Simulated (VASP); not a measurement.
# PbSe (Clausthalite) (Fm-3m) in VASP: a series of runs, part 2 of 2

VASP 6.6.1.

### Step 4. Single point, LDA

INCAR reads:

```
SYSTEM = PbSe
ALGO = Normal ; EDIFF = 1E-6
ENCUT = 500 ; GGA = CA
GGA_COMPAT = .False. ; ISIF = 2
ISMEAR = -1 ; LASPH = .True.
LCHARG = .True. ; LELF = .True.
LREAL = .False. ; LVHAR = .True.
LWAVE = .False. ; NBANDS = 17
NELM = 120 ; PREC = Accurate
SIGMA = 0.05
```

KPOINTS reads:

```
k-points
0
Gamma
  4 4 4
  0 0 0
```

POSCAR reads:

```
PbSe
1.0
    0.0000000000      3.0606500000      3.0606500000
    3.0606500000      0.0000000000      3.0606500000
    3.0606500000      3.0606500000      0.0000000000
Pb Se
1 1
Direct
    0.0000000000      0.0000000000      0.0000000000
    0.5000000000      0.5000000000      0.5000000000
```

Potentials or basis: VASP PAW LDA potentials, release 64 (Pb_d, Se).

The run is started by

```bash
$ cat potpaw_LDA.64/Pb_d/POTCAR potpaw_LDA.64/Se/POTCAR > POTCAR
$ mpirun -np 1 vasp_std > vasp.out
```

OUTCAR:

```text
SYSTEM = PbSe
   EDIFF = 1E-6
   ENCUT = 500
   GGA = CA
   ISIF = 2
   ISMEAR = -1
   LASPH = .True.
   LREAL = .False.
   NELM = 120
   PREC = Accurate

 ion  position               nearest neighbor table
   1  0.000  0.000  0.000-   2 3.06   2 3.06   2 3.06   2 3.06   2 3.06   2 3.06
   2  0.500  0.500  0.500-   1 3.06   1 3.06   1 3.06   1 3.06   1 3.06   1 3.06

  LATTYP: Found a face centered cubic cell.
 ALAT       =     6.1213000000

  Lattice vectors:

[... 328 lines left out ...]

  FORCE on cell =-STRESS in cart. coord.  units (eV):
  Direction    XX          YY          ZZ          XY          YZ          ZX
  --------------------------------------------------------------------------------------
  -------------------------------------------------------------------------------------
  Total       -0.7812363     -0.7812363     -0.7812363     -0.0000000     -0.0000000     -0.0000000
  in kB      -21.8284046    -21.8284046    -21.8284046     -0.0000000     -0.0000000     -0.0000000
  external PRESSURE =     -21.8284046 kB  Pullay stress =       0.0000000 kB

 VOLUME and BASIS-vectors are now :
 -----------------------------------------------------------------------------
  energy-cutoff  :      500.00
  volume of cell :       57.34
      direct lattice vectors                 reciprocal lattice vectors
     0.000000000  3.060650000  3.060650000    -0.163363991  0.163363991  0.163363991
     3.060650000  0.000000000  3.060650000     0.163363991 -0.163363991  0.163363991
     3.060650000  3.060650000  0.000000000     0.163363991  0.163363991 -0.163363991

 POSITION                                       TOTAL-FORCE (eV/Angst)
 -----------------------------------------------------------------------------------
      0.00000      0.00000      0.00000         0.000000     -0.000000      0.000000
      3.06065      3.06065      3.06065        -0.000000      0.000000     -0.000000
 -----------------------------------------------------------------------------------
    total drift:                                0.000000     -0.000000     -0.000000

  FREE ENERGIE OF THE ION-ELECTRON SYSTEM (eV)
  ---------------------------------------------------
  free  energy   TOTEN  =        -9.4376956468 eV

  energy  without entropy=       -9.4322735352  energy(sigma->0) =       -9.43498459
```

stdout:

```text
POSCAR found type information on POSCAR PbSe
 POSCAR found :  2 types and       2 ions
 scaLAPACK will be used
 LDA part: xc-table for (Slater(with rela. corr.)+CA(PZ))
 , standard interpolation
 POSCAR, INCAR and KPOINTS ok, starting setup
 FFT: planning ... GRIDC
 FFT: planning ... GRID_SOFT
 FFT: planning ... GRID
 WAVECAR not read
 entering main loop
```

Run time: 14 s. Hardware: 1 thread of AMD EPYC 7R13, shared host; peak memory 0.12 GiB.

Results:

```yaml
Free_energy: -9.4377 eV
Pressure: -2.2 GPa
Band_gap_on_the_k_mesh: 0.17 eV, direct
```

Caveat: the k points lie up to 0.44 Å⁻¹ apart; spin-orbit coupling is left out, which moves the levels of the heavy elements.

### Step 5. Single point, PBEsol

INCAR reads:

```
PREC     = Accurate       # precision mode
ENCUT    = 500            # plane-wave cutoff, eV
EDIFF    = 1E-6           # SCF threshold, eV
ISMEAR   = -1             # smearing method
SIGMA    = 0.05           # smearing width, eV
LREAL    = False          # projectors in reciprocal space
LASPH    = True           # aspherical terms in the spheres
NELM     = 120            # most SCF steps
ALGO     = Normal         # electronic algorithm
ISIF     = 2              # what is computed and relaxed
LWAVE    = False          # write WAVECAR
LCHARG   = False          # write CHGCAR
GGA      = PS             # functional
NBANDS   = 17             # bands
GGA_COMPAT= False
```

KPOINTS reads:

```
regular mesh
0
Gamma
  4 4 4
```

POSCAR is that of step 4.

Potentials or basis: VASP PAW PBE potentials, release 64 (Pb_d, Se).

The run is started by

```bash
$ cat potpaw_PBE.64/Pb_d/POTCAR potpaw_PBE.64/Se/POTCAR > POTCAR
$ mpirun -np 1 vasp_std > vasp.out
```

OUTCAR:

```text
PREC = Accurate
   ENCUT = 500
   EDIFF = 1E-6
   ISMEAR = -1
   LREAL = False
   LASPH = True
   NELM = 120
   ISIF = 2
   GGA = PS

 ion  position               nearest neighbor table
   1  0.000  0.000  0.000-   2 3.06   2 3.06   2 3.06   2 3.06   2 3.06   2 3.06
   2  0.500  0.500  0.500-   1 3.06   1 3.06   1 3.06   1 3.06   1 3.06   1 3.06

  LATTYP: Found a face centered cubic cell.
 ALAT       =     6.1213000000

  Lattice vectors:

[... 326 lines left out ...]

------------------------ aborting loop because EDIFF is reached ----------------------------------------

  FORCE on cell =-STRESS in cart. coord.  units (eV):
  Direction    XX          YY          ZZ          XY          YZ          ZX
  --------------------------------------------------------------------------------------
  -------------------------------------------------------------------------------------
  Total       -0.2237381     -0.2237381     -0.2237381     -0.0000000     -0.0000000     -0.0000000
  in kB       -6.2514321     -6.2514321     -6.2514321     -0.0000000     -0.0000000     -0.0000000
  external PRESSURE =      -6.2514321 kB  Pullay stress =       0.0000000 kB

 VOLUME and BASIS-vectors are now :
 -----------------------------------------------------------------------------
  energy-cutoff  :      500.00
  volume of cell :       57.34
      direct lattice vectors                 reciprocal lattice vectors
     0.000000000  3.060650000  3.060650000    -0.163363991  0.163363991  0.163363991
     3.060650000  0.000000000  3.060650000     0.163363991 -0.163363991  0.163363991
     3.060650000  3.060650000  0.000000000     0.163363991  0.163363991 -0.163363991

 POSITION                                       TOTAL-FORCE (eV/Angst)
 -----------------------------------------------------------------------------------
      0.00000      0.00000      0.00000        -0.000000      0.000000      0.000000
      3.06065      3.06065      3.06065         0.000000     -0.000000     -0.000000
 -----------------------------------------------------------------------------------
    total drift:                                0.000000     -0.000000     -0.000000

  FREE ENERGIE OF THE ION-ELECTRON SYSTEM (eV)
  ---------------------------------------------------
  free  energy   TOTEN  =        -8.9091517909 eV

  energy  without entropy=       -8.9047655261  energy(sigma->0) =       -8.90695866
```

OSZICAR:

```text
N       E                     dE             d eps       ncg     rms          rms(c)
DAV:   1     0.155086201266E+03    0.15509E+03   -0.92509E+03   272   0.117E+03
DAV:   2     0.188284214572E+01   -0.15320E+03   -0.14755E+03   298   0.305E+02
DAV:   3    -0.891867842075E+01   -0.10802E+02   -0.10729E+02   358   0.855E+01
DAV:   4    -0.916420235674E+01   -0.24552E+00   -0.24537E+00   336   0.143E+01
DAV:   5    -0.917228699149E+01   -0.80846E-02   -0.80841E-02   366   0.256E+00    0.265E+00
DAV:   6    -0.891572928127E+01    0.25656E+00   -0.65597E-01   417   0.575E+00    0.152E+00
DAV:   7    -0.890906945178E+01    0.66598E-02   -0.95460E-02   351   0.156E+00    0.827E-01
DAV:   8    -0.890957341471E+01   -0.50396E-03   -0.10575E-02   335   0.104E+00    0.158E-01
DAV:   9    -0.890913539903E+01    0.43802E-03   -0.28345E-03   383   0.445E-01    0.431E-02
DAV:  10    -0.890914963697E+01   -0.14238E-04   -0.19807E-04   338   0.912E-02    0.140E-02
DAV:  11    -0.890915199291E+01   -0.23559E-05   -0.13851E-05   375   0.306E-02    0.383E-03
DAV:  12    -0.890915179088E+01    0.20203E-06   -0.14624E-06   251   0.168E-02
   1 F= -.89091518E+01 E0= -.89069587E+01  d E =-.438626E-02
```

It took 15 s on 1 thread of AMD EPYC 7R13, shared host; peak memory 0.14 GiB.

What came out:

```yaml
Free_energy: -8.9092 eV
Pressure: -0.6 GPa
Band_gap_on_the_k_mesh: 0.21 eV, direct
```

Levels at points of the mesh, in eV from the valence-band top:
| k point | band 7 | band 8 | band 9 | band 10 | band 11 | band 12 | band 13 | band 14 |
| --- | --- | --- | --- | --- | --- | --- | --- | --- |
| (0.00, 0.00, 0.00) | -6.33 | -1.87 | -1.87 | -1.87 | 4.68 | 4.68 | 4.68 | 6.45 |
| (0.50, 0.00, 0.00) | -8.83 | -1.46 | -1.46 | 0.00 | 0.21 | 1.66 | 1.66 | 8.41 |
| (0.50, 0.50, 0.00) | -7.40 | -5.02 | -3.24 | -3.24 | 3.59 | 5.59 | 5.59 | 6.01 |

Caveat: the k points lie up to 0.44 Å⁻¹ apart; the PAW data sets were made with another functional, which shifts forces and pressure a little; spin-orbit coupling is left out, which moves the levels of the heavy elements.

### Step 6. Overview

| level | potentials or basis | spin | k mesh | cutoff (eV) | smearing | gap on the mesh (eV) | pressure (GPa) | moment (μB) |
| --- | --- | --- | --- | --- | --- | --- | --- | --- |
| PBE | VASP PAW PBE potentials, release 64 (Pb_d, Se) | non-collinear, zero start, SOC | 8 × 8 × 8 | 520 | fermi-dirac 0.05 eV | - | 2.1 | 0.00 |
| revPBE+D4 | VASP PAW PBE potentials, release 64 (Pb_d, Se) | non-collinear, zero start, SOC | 8 × 8 × 8 | 520 | fermi-dirac 0.15 eV | - | 0.0 | 0.00 |
| LDA | VASP PAW LDA potentials, release 64 (Pb_d, Se) | off | 4 × 4 × 4 | 500 | fermi-dirac 0.05 eV | 0.17 | -2.2 | - |
| PBEsol | VASP PAW PBE potentials, release 64 (Pb_d, Se) | off | 4 × 4 × 4 | 500 | fermi-dirac 0.05 eV | 0.21 | -0.6 | - |

Alike in all rows: task single point; cell as given.

Caveats: some runs use coarse meshes; the PAW data sets were made with another functional, which shifts forces and pressure a little (some runs); spin-orbit coupling is left out, which moves the levels of the heavy elements (some runs).

Total energies depend on the potentials used, so only differences within one code and one set of settings carry meaning.
